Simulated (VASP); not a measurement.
# CdSnRh2Se4 (I-42m) in VASP: single point with PBE

Aim: the single point of CdSnRh2Se4 with PBE.

Everything below comes from runs of VASP 6.6.1. Logs are shortened: lines on timing, memory, paths and dates and some standing lists are left out, and cuts for length are marked.

## (1) The cell of the first run

The structure is tetragonal, space group I-42m (No. 121). The conventional cell has a = 5.917 Å, b = 5.917 Å, c = 11.378 Å, α = 90.00°, β = 90.00°, γ = 90.00°. Within 3.6 Å of Sn (site symmetry -42m) lie 4 Se at 2.71 Å. Within 3.2 Å of Rh (site symmetry -4) lie 4 Se at 2.40 Å. Within 3.2 Å of Se (site symmetry m) lie 2 Rh at 2.40 Å and 1 Cd at 2.65 Å and 1 Sn at 2.71 Å. Within 3.5 Å of Cd (site symmetry -42m) lie 4 Se at 2.65 Å.

## (2) Single point, PBE

Contents of INCAR:

```
ALGO = Normal
EDIFF = 1E-6
ENCUT = 520
GGA = PE
ISIF = 2
ISMEAR = -1
LASPH = True
LCHARG = False
LREAL = False
LWAVE = False
NBANDS = 50
NELM = 60
PREC = Accurate
SIGMA = 0.1
```

Contents of KPOINTS:

```
k-points
0
Gamma
  6 6 6
```

Contents of POSCAR:

```
CdSnRh2Se4
1.0
    0.0000000000      5.9172000000      0.0000000000
    5.9172000000      0.0000000000      0.0000000000
    2.9586000000      2.9586000000     -5.6891360000
Sn Rh Se Cd
1 2 4 1
Direct
    0.5000000000      0.5000000000      0.0000000000
    0.2500000000      0.7500000000      0.5000000000
    0.7500000000      0.2500000000      0.5000000000
    0.3933738027      0.3933738027      0.7055921549
    0.6066261973      0.0989659576      0.2944078451
    0.9010340424      0.9010340424      0.7055921549
    0.0989659576      0.6066261973      0.2944078451
    0.0000000000      0.0000000000      0.0000000000
```

Potentials or basis: VASP PAW PBE potentials, release 64 (Sn_d, Rh_pv, Se, Cd).

On the command line:

```console
cat potpaw_PBE.64/Sn_d/POTCAR potpaw_PBE.64/Rh_pv/POTCAR potpaw_PBE.64/Se/POTCAR potpaw_PBE.64/Cd/POTCAR > POTCAR
mpirun -np 1 vasp_std > vasp.out
```

OUTCAR:

```text
EDIFF = 1E-6
   ENCUT = 520
   GGA = PE
   ISIF = 2
   ISMEAR = -1
   LASPH = True
   LREAL = False
   NELM = 60
   PREC = Accurate

 ion  position               nearest neighbor table
   1  0.500  0.500  0.000-   4 2.71   5 2.71   6 2.71   7 2.71
   2  0.250  0.750  0.500-   4 2.40   5 2.40   6 2.40   7 2.40
   3  0.750  0.250  0.500-   4 2.40   5 2.40   6 2.40   7 2.40
   4  0.393  0.393  0.706-   2 2.40   3 2.40   8 2.65   1 2.71
   5  0.607  0.099  0.294-   2 2.40   3 2.40   8 2.65   1 2.71
   6  0.901  0.901  0.706-   2 2.40   3 2.40   8 2.65   1 2.71
   7  0.099  0.607  0.294-   2 2.40   3 2.40   8 2.65   1 2.71
   8  0.000  0.000  0.000-   4 2.65   5 2.65   6 2.65   7 2.65

  LATTYP: Found a body centered tetragonal cell.
 ALAT       =     5.9172000000
 C/A-ratio  =     1.9229148922

  Lattice vectors:

 A1 = (  -2.9586000000,   2.9586000000,   5.6891360000)
 A2 = (   2.9586000000,  -2.9586000000,   5.6891360000)
 A3 = (   2.9586000000,   2.9586000000,  -5.6891360000)

Analysis of symmetry for initial positions (statically):
=====================================================================
 Subroutine PRICEL returns:
 Original cell was already a primitive cell.

 Routine SETGRP: Setting up the symmetry group for a
 body centered tetragonal supercell.

 Subroutine GETGRP returns: Found  8 space group operations
 (whereof  8 operations were pure point group operations)
 out of a pool of 16 trial point group operations.

The static configuration has the point symmetry D_2d.

Analysis of symmetry for dynamics (positions and initial velocities):
=====================================================================
 Subroutine PRICEL returns:
 Original cell was already a primitive cell.

 Routine SETGRP: Setting up the symmetry group for a
 body centered tetragonal supercell.

 Subroutine GETGRP returns: Found  8 space group operations
 (whereof  8 operations were pure point group operations)
 out of a pool of 16 trial point group operations.

The dynamic configuration has the point symmetry D_2d.

 Subroutine INISYM returns: Found  8 space group operations
 (whereof  8 operations are pure point group operations),
 and found     1 'primitive' translations

----------------------------------------------------------------------------------------

                                     Primitive cell

  volume of cell :     199.1952

  direct lattice vectors                    reciprocal lattice vectors
     0.000000000  5.917200000  0.000000000     0.000000000  0.168998851  0.087886807
     5.917200000  0.000000000  0.000000000     0.168998851  0.000000000  0.087886807
     2.958600000  2.958600000 -5.689136000     0.000000000  0.000000000 -0.175773615

  length of vectors
     5.917200000  5.917200000  7.062074507     0.190485439  0.190485439  0.175773615

  position of ions in fractional coordinates (direct lattice)
     0.500000000  0.500000000  0.000000000
     0.250000000  0.750000000  0.500000000
     0.750000000  0.250000000  0.500000000
     0.393373803  0.393373803  0.705592155
     0.606626197  0.098965958  0.294407845
     0.901034042  0.901034042  0.705592155
     0.098965958  0.606626197  0.294407845
     0.000000000  0.000000000  0.000000000

  ion indices of the primitive-cell ions
   primitive index   ion index
                 1           1
                 2           2
                 3           3
                 4           4
                 5           5
                 6           6
                 7           7
                 8           8

----------------------------------------------------------------------------------------

 KPOINTS: k-points

Automatic generation of k-mesh.
 Grid dimensions read from file:
 generate k-points for:    6    6    6

 Generating k-lattice:

  Cartesian coordinates                     Fractional coordinates (reciprocal lattice)
     0.000000000  0.028166475  0.014647801     0.166666667  0.000000000  0.000000000
     0.028166475  0.000000000  0.014647801     0.000000000  0.166666667  0.000000000
     0.000000000  0.000000000 -0.029295602     0.000000000  0.000000000  0.166666667

  Length of vectors
     0.031747573  0.031747573  0.029295602

  Shift w.r.t. Gamma in fractional coordinates (k-lattice)
     0.000000000  0.000000000  0.000000000

 Subroutine IBZKPT returns following result:
 ===========================================

 Found     30 irreducible k-points:

 Following reciprocal coordinates:
            Coordinates               Weight
  0.000000  0.000000  0.000000      1.000000
  0.166667  0.000000  0.000000      8.000000
  0.333333  0.000000  0.000000      8.000000
  0.500000  0.000000  0.000000      4.000000
  0.166667  0.166667  0.000000      8.000000
  0.333333  0.166667  0.000000     16.000000
[... 16 lines left out ...]
 -0.333333 -0.333333  0.166667      4.000000
 -0.166667 -0.333333  0.166667     16.000000
 [... further k-points ...]
   k-points           NKPTS =     30   k-points in BZ     NKDIM =     30   number of bands    NBANDS=     50
   number of dos      NEDOS =    301   number of ions     NIONS =      8
   total plane-waves  NPLWV = 124416
   dimension x,y,z NGX =    48 NGY =   48 NGZ =   54
   dimension x,y,z NGXF=    96 NGYF=   96 NGZF=  108
   ions per type =               1   2   4   1
   NGX,Y,Z   is equivalent  to a cutoff of  13.49, 13.49, 12.71 a.u.
   NGXF,Y,Z  is equivalent  to a cutoff of  26.97, 26.97, 25.42 a.u.
 SYSTEM =  unknown system
   PREC   = accura    normal or accurate (medium, high low for compatibility)
   ISTART =      0    job   : 0-new  1-cont  2-samecut
   ICHARG =      2    charge: 1-file 2-atom 10-const
   ISPIN  =      1    spin polarized calculation?
   LNONCOLLINEAR =      F non collinear calculations
   LSORBIT =      F    spin-orbit coupling
   LASPH  =      T    aspherical Exc in radial PAW
   ENCUT  =  520.0 eV  38.22 Ry    6.18 a.u.  11.00 11.00 13.13*2*pi/ulx,y,z
   NELM   =     60;   NELMIN=  2; NELMDL= -5     # of ELM steps
   EDIFF  = 0.1E-05   stopping-criterion for ELM
   LREAL  =      F    real-space projection
   EDIFFG = 0.1E-04   stopping-criterion for IOM
   NSW    =      0    number of steps for IOM
   IBRION =     -1    ionic relax: 0-MD 1-quasi-New 2-CG
   NFREE  =      0    steps in history (QN), initial steepest desc. (CG)
   ISIF   =      2    stress and relaxation
   ISYM   =      2    0-nonsym 1-usesym 2-fastsym
   POTIM  = 0.5000    time-step for ionic-motion
   TEBEG  =    0.0;   TEEND  =   0.0 temperature during run
   PSTRESS=    0.0 pullay stress
   NELECT =      80.0000    total number of electrons
   NUPDOWN=      -1.0000    fix difference up-down
   EMIN   =  10.00;   EMAX   =-10.00  energy-range for DOS
   EFERMI =   0.00;   METHOD = LEGACY
   ISMEAR =    -1;   SIGMA  =   0.10  broadening in eV -4-tet -1-fermi 0-gaus
   EFERMI_NEDOS =   21; number of points for ismear=-14 and -15
   IALGO  =     38    algorithm
   IMIX   =      4    mixing-type and parameters
     AMIX     =   0.40;   BMIX     =  1.00
     AMIX_MAG =   1.60;   BMIX_MAG =  1.00
  volume/ion in A,a.u.               =      24.90       168.03
  Fermi-wavevector in a.u.,A,eV,Ry     =   1.207847  2.282500 19.849460  1.458894
  Thomas-Fermi vector in A             =   2.343472
   LORBIT       =      0    0 simple, 1 ext, 2 COOP (PROOUT), +10 PAW based schemes
   GGA     = PE    functional components
   LHFCALC =     F    Hartree Fock is set to
   AEXX    =    0.0000 exact exchange contribution
   IVDW    =     0    specifies the selected vdW correction
   LEPSILON=     F    determine dielectric tensor
   LRPA    =     F    only Hartree local field effects (RPA)
 non-spin polarized calculation
  energy-cutoff  :      520.00
  volume of cell :      199.20
 maximum number of plane-waves:      5400
 NGX is ok and might be reduce to    48
   NGX = 21   NGY = 21   NGZ = 27

 number of electron      80.0000005 magnetization

 Free energy of the ion-electron system (eV)
  ---------------------------------------------------
  ext. energy  EPLUGINS =         0.00000000
  ---------------------------------------------------
  free energy    TOTEN  =       -34.47332564 eV

  energy without entropy =      -34.29954168  energy(sigma->0) =      -34.38643366

 E-fermi :   4.5690     XC(G=0):  -9.6396

 val. band max:        4.5224880141   @ k =   0.5000   0.0000   0.1667
 cond. band min:       4.5908914692   @ k =   0.3333   0.3333   0.0000
 fundamental gap:      0.0684034552
 Fermi energy:         4.5690290220

 k-point     1 :       0.0000    0.0000    0.0000
  band No.  band energies     occupation
      1     -41.6027      2.00000
      2     -41.6027      2.00000
      3     -41.5988      2.00000
      4     -41.5988      2.00000
      5     -41.4559      2.00000
      6     -41.4555      2.00000
[... 42 lines left out ...]
     49       9.5032      0.00000
     50       9.5087      0.00000

 k-point     2 :       0.1667    0.0000    0.0000
  band No.  band energies     occupation
      1     -41.6024      2.00000
      2     -41.6024      2.00000
      3     -41.5991      2.00000
      4     -41.5991      2.00000
      5     -41.4559      2.00000
      6     -41.4555      2.00000
[... 42 lines left out ...]
     49       9.4130      0.00000
     50       9.6439      0.00000

 k-point     3 :       0.3333    0.0000    0.0000
  band No.  band energies     occupation
      1     -41.6017      2.00000
      2     -41.6017      2.00000
      3     -41.5998      2.00000
      4     -41.5998      2.00000
      5     -41.4558      2.00000
      6     -41.4556      2.00000
[... 1102 lines left out ...]
     49       9.4160      0.00000
     50       9.6538      0.00000

 k-point    24 :      -0.1667   -0.3333    0.1667
  band No.  band energies     occupation
      1     -41.6025      2.00000
      2     -41.6008      2.00000
      3     -41.6007      2.00000
      4     -41.5990      2.00000
      5     -41.4558      2.00000
      6     -41.4556      2.00000
[... 42 lines left out ...]
     49       9.5277      0.00000
     50       9.8846      0.00000

 [... further k-points ...]

------------------------ aborting loop because EDIFF is reached ----------------------------------------

  FORCE on cell =-STRESS in cart. coord.  units (eV):
  Direction    XX          YY          ZZ          XY          YZ          ZX
  --------------------------------------------------------------------------------------
  -------------------------------------------------------------------------------------
  Total        4.3768533      4.3768533      5.3151435      0.0000000      0.0000000      0.0000000
  in kB       35.2041416     35.2041416     42.7510480      0.0000000      0.0000000      0.0000000
  external PRESSURE =      37.7197770 kB  Pullay stress =       0.0000000 kB

 VOLUME and BASIS-vectors are now :
 -----------------------------------------------------------------------------
  energy-cutoff  :      520.00
  volume of cell :      199.20
      direct lattice vectors                 reciprocal lattice vectors
     0.000000000  5.917200000  0.000000000     0.000000000  0.168998851  0.087886807
     5.917200000  0.000000000  0.000000000     0.168998851  0.000000000  0.087886807
     2.958600000  2.958600000 -5.689136000     0.000000000  0.000000000 -0.175773615

 POSITION                                       TOTAL-FORCE (eV/Angst)
 -----------------------------------------------------------------------------------
      2.95860      2.95860      0.00000        -0.000000      0.000000     -0.000000
      5.91720      2.95860     -2.84457         0.000000      0.000000     -0.000000
      2.95860      5.91720     -2.84457        -0.000000      0.000000     -0.000000
      4.41524      4.41524     -4.01421         0.025911      0.025911      0.023718
      1.45664      4.46056     -1.67493         0.025911     -0.025911     -0.023718
      7.41916      7.41916     -4.01421        -0.025911     -0.025911      0.023718
      4.46056      1.45664     -1.67493        -0.025911      0.025911     -0.023718
      0.00000      0.00000      0.00000         0.000000      0.000000     -0.000000
 -----------------------------------------------------------------------------------
    total drift:                               -0.000004     -0.000004      0.000002

  FREE ENERGIE OF THE ION-ELECTRON SYSTEM (eV)
  ---------------------------------------------------
  free  energy   TOTEN  =       -34.4733256397 eV

  energy  without entropy=      -34.2995416789  energy(sigma->0) =      -34.38643366
```

It took 4.7 min on 1 thread of Intel Xeon Platinum 8375C at 2.90GHz (Ice Lake), shared host; peak memory 0.53 GiB.

What came out:

- Free energy: -34.4733 eV
- Pressure: 3.8 GPa
- Largest force: 0.044 eV/Å
- Band gap on the k mesh: zero (bands 40 and 41 overlap by 0.44 eV)

Forces on the atoms (eV/Å):
```
Sn   0.000  0.000  0.000
Rh   0.000  0.000  0.000
Rh   0.000  0.000  0.000
Se   0.026  0.026  0.024
Se   0.026 -0.026 -0.024
Se  -0.026 -0.026  0.024
Se  -0.026  0.026 -0.024
Cd   0.000  0.000  0.000
```

Stress tensor (GPa, compression positive):
```
3.52 0.00 0.00
0.00 3.52 0.00
0.00 0.00 4.28
```

Caveat: the cell stands under pressure; spin-orbit coupling is left out, which moves the levels of the heavy elements.

The gap in the log of VASP goes by the Fermi energy; the results here count the filled bands.